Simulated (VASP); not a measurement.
# Ba (Immm) in VASP: notebook

Runs on Ba. Level: PBE. Tasks: single point.

All numbers are computed with VASP 6.6.1; they aren't measurements. Logs are shortened: lines on timing, memory, paths and dates and some standing lists are left out, and cuts for length are marked.

## 1. The cell of the first run

The structure is orthorhombic, space group Immm (No. 71). The conventional cell has a = 4.500 Å, b = 5.000 Å, c = 5.500 Å, α = 90.00°, β = 90.00°, γ = 90.00°. Ba (site symmetry mmm) has 14 Ba at 4.34 to 5.50 Å within 5.7 Å.

## 2. Single point, PBE (strain -0.1000 x Voigt [1, -1, 0, 0, 0, 0])

Input file INCAR:

```
ALGO     = Fast           # electronic algorithm
EDIFF    = 1E-6           # SCF threshold, eV
ENCUT    = 520            # plane-wave cutoff, eV
GGA      = PE             # functional
ISIF     = 2              # what is computed and relaxed
ISMEAR   = 0              # smearing method
LASPH    = T              # aspherical terms in the spheres
LCHARG   = F              # write CHGCAR
LREAL    = F              # projectors in reciprocal space
LWAVE    = F              # write WAVECAR
NBANDS   = 11             # bands
NELM     = 80             # most SCF steps
PREC     = Accurate       # precision mode
SIGMA    = 0.15           # smearing width, eV
```

Input file KPOINTS:

```
k-points
0
Gamma
  14 14 14
```

Input file POSCAR:

```
Ba
1.0
   -2.2500000000      2.7500000000      2.5000000000
    2.2500000000     -2.7500000000      2.5000000000
    2.2500000000      2.7500000000     -2.5000000000
Ba
1
Direct
    0.0000000000      0.0000000000      0.0000000000
```

Potentials or basis: VASP PAW PBE potentials, release 64 (Ba_sv).

Started as:

```sh
$ cat potpaw_PBE.64/Ba_sv/POTCAR > POTCAR
$ mpirun -np 1 vasp_std > vasp.out
```

OUTCAR:

```text
EDIFF = 1E-6
   ENCUT = 520
   GGA = PE
   ISIF = 2
   ISMEAR = 0
   LASPH = T
   LREAL = F
   NELM = 80
   PREC = Accurate

 ion  position               nearest neighbor table
   1  0.000  0.000  0.000-

  LATTYP: Found a body centered orthorhombic cell.
 ALAT       =     4.5000000000
 B/A-ratio  =     1.1111111111
 C/A-ratio  =     1.2222222222

  Lattice vectors:

 A1 = (  -2.2500000000,  -2.7500000000,   2.5000000000)
 A2 = (   2.2500000000,  -2.7500000000,  -2.5000000000)
 A3 = (   2.2500000000,   2.7500000000,   2.5000000000)

Analysis of symmetry for initial positions (statically):
=====================================================================
 Subroutine PRICEL returns:
 Original cell was already a primitive cell.

 Routine SETGRP: Setting up the symmetry group for a
 body centered orthorhombic supercell.

 Subroutine GETGRP returns: Found  8 space group operations
 (whereof  8 operations were pure point group operations)
 out of a pool of  8 trial point group operations.

The static configuration has the point symmetry D_2h.

Analysis of symmetry for dynamics (positions and initial velocities):
=====================================================================
 Subroutine PRICEL returns:
 Original cell was already a primitive cell.

 Routine SETGRP: Setting up the symmetry group for a
 body centered orthorhombic supercell.

 Subroutine GETGRP returns: Found  8 space group operations
 (whereof  8 operations were pure point group operations)
 out of a pool of  8 trial point group operations.

The dynamic configuration has the point symmetry D_2h.

 Subroutine INISYM returns: Found  8 space group operations
 (whereof  8 operations are pure point group operations),
 and found     1 'primitive' translations

----------------------------------------------------------------------------------------

                                     Primitive cell

  volume of cell :      61.8750

  direct lattice vectors                    reciprocal lattice vectors
    -2.250000000  2.750000000  2.500000000     0.000000000  0.181818182  0.200000000
     2.250000000 -2.750000000  2.500000000     0.222222222  0.000000000  0.200000000
     2.250000000  2.750000000 -2.500000000     0.222222222  0.181818182  0.000000000

  length of vectors
     4.344536799  4.344536799  4.344536799     0.270292159  0.298969423  0.287124655

  position of ions in fractional coordinates (direct lattice)
     0.000000000  0.000000000  0.000000000
[... 83 lines left out ...]
   ISYM   =      2    0-nonsym 1-usesym 2-fastsym
   POTIM  = 0.5000    time-step for ionic-motion
   TEBEG  =    0.0;   TEEND  =   0.0 temperature during run
   PSTRESS=    0.0 pullay stress
   NELECT =      10.0000    total number of electrons
   NUPDOWN=      -1.0000    fix difference up-down
   EMIN   =  10.00;   EMAX   =-10.00  energy-range for DOS
   EFERMI =   0.00;   METHOD = LEGACY
   ISMEAR =     0;   SIGMA  =   0.15  broadening in eV -4-tet -1-fermi 0-gaus
   EFERMI_NEDOS =   21; number of points for ismear=-14 and -15
   IALGO  =     68    algorithm
   IMIX   =      4    mixing-type and parameters
     AMIX     =   0.40;   BMIX     =  1.00
     AMIX_MAG =   1.60;   BMIX_MAG =  1.00
  volume/ion in A,a.u.               =      61.88       417.55
  Fermi-wavevector in a.u.,A,eV,Ry     =   0.891736  1.685137 10.819265  0.795194
  Thomas-Fermi vector in A             =   2.013595
   LORBIT       =      0    0 simple, 1 ext, 2 COOP (PROOUT), +10 PAW based schemes
   GGA     = PE    functional components
   LHFCALC =     F    Hartree Fock is set to
   AEXX    =    0.0000 exact exchange contribution
   IVDW    =     0    specifies the selected vdW correction
   LEPSILON=     F    determine dielectric tensor
   LRPA    =     F    only Hartree local field effects (RPA)
 non-spin polarized calculation
 RMM-DIIS sequential band-by-band and
 Gauss-broadening in eV      SIGMA  =   0.15
  energy-cutoff  :      520.00
  volume of cell :       61.88
 maximum number of plane-waves:      1688
   NGX = 17   NGY = 17   NGZ = 17

 number of electron      10.0000000 magnetization

 number of electron       9.9999999 magnetization

 Free energy of the ion-electron system (eV)
  ---------------------------------------------------
  ext. energy  EPLUGINS =         0.00000000
  ---------------------------------------------------
  free energy    TOTEN  =        -1.89404909 eV

  energy without entropy =       -1.88036398  energy(sigma->0) =       -1.88720654

 E-fermi :   1.7350     XC(G=0):  -7.4654

 val. band max:        1.7273371008   @ k =   0.3571   0.2143   0.0714
 cond. band min:       1.7381067160   @ k =  -0.2857   0.4286   0.2143
 fundamental gap:      0.0107696153
 Fermi energy:         1.7349567471

 k-point     1 :       0.0000    0.0000    0.0000
  band No.  band energies     occupation
      1     -27.1515      2.00000
      2     -12.0968      2.00000
      3     -12.0948      2.00000
      4     -12.0775      2.00000
      5      -1.0504      2.00000
      6       3.0286      0.00000
      7       3.7784      0.00000
      8       4.1321      0.00000
      9       4.2513      0.00000
     10       5.6024      0.00000
     11       8.0945      0.00000
[... 309 lines left out ...]
 k-point    24 :       0.0714    0.1429    0.0000
  band No.  band energies     occupation
      1     -27.1363      2.00000
      2     -12.2421      2.00000
      3     -12.1418      2.00000
      4     -12.1080      2.00000
      5      -0.3791      2.00000
      6       2.7647      0.00000
      7       3.4776      0.00000
      8       4.0958      0.00000
      9       4.4644      0.00000
     10       5.4146      0.00000
     11       9.3346      0.00000

 [... further k-points ...]

------------------------ aborting loop because EDIFF is reached ----------------------------------------

  FORCE on cell =-STRESS in cart. coord.  units (eV):
  Direction    XX          YY          ZZ          XY          YZ          ZX
  --------------------------------------------------------------------------------------
  -------------------------------------------------------------------------------------
  Total        0.3902468     -0.0008425     -0.0065548      0.0000000      0.0000000      0.0000000
  in kB       10.1049618     -0.0218160     -0.1697289      0.0000000      0.0000000      0.0000000
  external PRESSURE =       3.3044723 kB  Pullay stress =       0.0000000 kB

 VOLUME and BASIS-vectors are now :
 -----------------------------------------------------------------------------
  energy-cutoff  :      520.00
  volume of cell :       61.88
      direct lattice vectors                 reciprocal lattice vectors
    -2.250000000  2.750000000  2.500000000     0.000000000  0.181818182  0.200000000
     2.250000000 -2.750000000  2.500000000     0.222222222  0.000000000  0.200000000
     2.250000000  2.750000000 -2.500000000     0.222222222  0.181818182  0.000000000

 POSITION                                       TOTAL-FORCE (eV/Angst)
 -----------------------------------------------------------------------------------
      0.00000      0.00000      0.00000         0.000000      0.000000     -0.000000
 -----------------------------------------------------------------------------------
    total drift:                                0.000000      0.000000      0.000000

  FREE ENERGIE OF THE ION-ELECTRON SYSTEM (eV)
  ---------------------------------------------------
  free  energy   TOTEN  =        -1.8940490879 eV

  energy  without entropy=       -1.8803639825  energy(sigma->0) =       -1.88720654
```

OSZICAR:

```text
N       E                     dE             d eps       ncg     rms          rms(c)
DAV:   1     0.544585863445E+02    0.54459E+02   -0.42331E+03  9416   0.749E+02
DAV:   2     0.799444437599E+00   -0.53659E+02   -0.52206E+02 11426   0.137E+02
DAV:   3    -0.181402225623E+01   -0.26135E+01   -0.25941E+01 12076   0.312E+01
DAV:   4    -0.189248061161E+01   -0.78458E-01   -0.78284E-01 12212   0.502E+00
DAV:   5    -0.189506382876E+01   -0.25832E-02   -0.25829E-02 12655   0.727E-01    0.165E+00
RMM:   6    -0.189393064589E+01    0.11332E-02   -0.28512E-03 10012   0.548E-01    0.992E-01
RMM:   7    -0.189375082336E+01    0.17982E-03   -0.74973E-03 10774   0.978E-01    0.445E-02
RMM:   8    -0.189401841687E+01   -0.26759E-03   -0.12876E-03 13261   0.216E-01    0.205E-02
RMM:   9    -0.189404426858E+01   -0.25852E-04   -0.17376E-04 14470   0.562E-02    0.116E-02
RMM:  10    -0.189404832395E+01   -0.40554E-05   -0.32723E-05 14233   0.353E-02    0.408E-03
RMM:  11    -0.189404908788E+01   -0.76394E-06   -0.64138E-06 12830   0.111E-02
   1 F= -.18940491E+01 E0= -.18872065E+01  d E =-.136851E-01
```

Run time: 2 min. Hardware: 1 thread of Intel Xeon Platinum 8488C (Sapphire Rapids), shared host; peak memory 0.4 GiB.

Results:

- Free energy: -1.8940 eV
- Pressure: 0.3 GPa
- Band gap on the k mesh: zero (bands 5 and 6 overlap by 0.75 eV)

Levels at points of the mesh, in eV from the Fermi level:
```tsv
k point	band 1	band 2	band 3	band 4	band 5	band 6	band 7	band 8	band 9	band 10
(0.00, 0.00, 0.00)	-28.89	-13.83	-13.83	-13.81	-2.79	1.29	2.04	2.40	2.52	3.87
(0.50, 0.00, 0.00)	-28.85	-14.31	-13.92	-13.81	-0.99	0.98	1.42	2.26	3.57	5.09
(0.00, 0.50, 0.00)	-28.83	-14.31	-14.01	-13.89	-0.88	0.15	1.65	3.67	4.64	5.28
(0.50, 0.50, 0.00)	-28.84	-14.33	-13.97	-13.87	-0.91	0.67	1.37	2.70	4.55	5.02
(0.50, 0.50, 0.50)	-28.81	-14.24	-14.15	-14.04	-0.73	-0.45	3.38	4.37	4.66	4.82
```

Caveat: the cell differs from its parent crystal (strain -0.1000 x Voigt [1, -1, 0, 0, 0, 0]); spin-orbit coupling is left out, which moves the levels of the heavy elements.

## 3. Single point, PBE (strain +0.0875 x Voigt [1, -1, 0, 0, 0, 0])

Input file INCAR:

```
SYSTEM = Ba
PREC     = Accurate       ! precision mode
ENCUT    = 520            ! plane-wave cutoff, eV
EDIFF    = 1E-7           ! SCF threshold, eV
ISMEAR   = 0              ! smearing method
SIGMA    = 0.15           ! smearing width, eV
LREAL    = .False.        ! projectors in reciprocal space
LASPH    = .True.         ! aspherical terms in the spheres
NELM     = 100            ! most SCF steps
ALGO     = Fast           ! electronic algorithm
ISIF     = 2              ! what is computed and relaxed
LWAVE    = .False.        ! write WAVECAR
LCHARG   = .False.        ! write CHGCAR
GGA      = PE             ! functional
NBANDS   = 11             ! bands
```

Input file KPOINTS:

```
Automatic mesh
0
Gamma
  14 14 14
  0 0 0
```

Input file POSCAR:

```
Ba
1.0
   -2.7187500000      2.2812500000      2.5000000000
    2.7187500000     -2.2812500000      2.5000000000
    2.7187500000      2.2812500000     -2.5000000000
Ba
1
Direct
    0.0000000000      0.0000000000      0.0000000000
```

Potentials or basis: VASP PAW PBE potentials, release 64 (Ba_sv).

Started as:

```sh
$ cat potpaw_PBE.64/Ba_sv/POTCAR > POTCAR
$ mpirun -np 1 vasp_std > vasp.out
```

Wall time 2.4 min (1 thread of Intel Xeon Platinum 8488C (Sapphire Rapids), shared host); peak memory 0.4 GiB.

The run converged. Its results:

| Quantity | Value |
| --- | --- |
| Free energy | -1.8990 eV |
| Pressure | 0.3 GPa |
| Band gap on the k mesh | zero (bands 5 and 6 overlap by 0.76 eV) |

Stress tensor (GPa, compression positive):
```
-0.01  0.00  0.00
 0.00  0.85  0.00
 0.00  0.00  0.03
```

Levels at points of the mesh, in eV from the Fermi level:
```
           k point  band 1  band 2  band 3  band 4  band 5  band 6  band 7  band 8  band 9  band 10
(0.00, 0.00, 0.00)  -28.88  -13.83  -13.83  -13.81   -2.78    1.36    1.99    2.42    2.51     3.81
(0.50, 0.00, 0.00)  -28.83  -14.30  -14.00  -13.88   -0.88    0.21    1.59    3.64    4.52     5.29
(0.00, 0.50, 0.00)  -28.84  -14.31  -13.93  -13.81   -0.98    1.02    1.32    2.38    3.59     5.11
(0.50, 0.50, 0.00)  -28.83  -14.32  -13.97  -13.86   -0.91    0.68    1.35    2.77    4.43     5.07
(0.50, 0.50, 0.50)  -28.81  -14.23  -14.15  -14.06   -0.70   -0.46    3.49    4.38    4.66     4.80
```

Caveat: the cell differs from its parent crystal (strain +0.0875 x Voigt [1, -1, 0, 0, 0, 0]); spin-orbit coupling is left out, which moves the levels of the heavy elements.
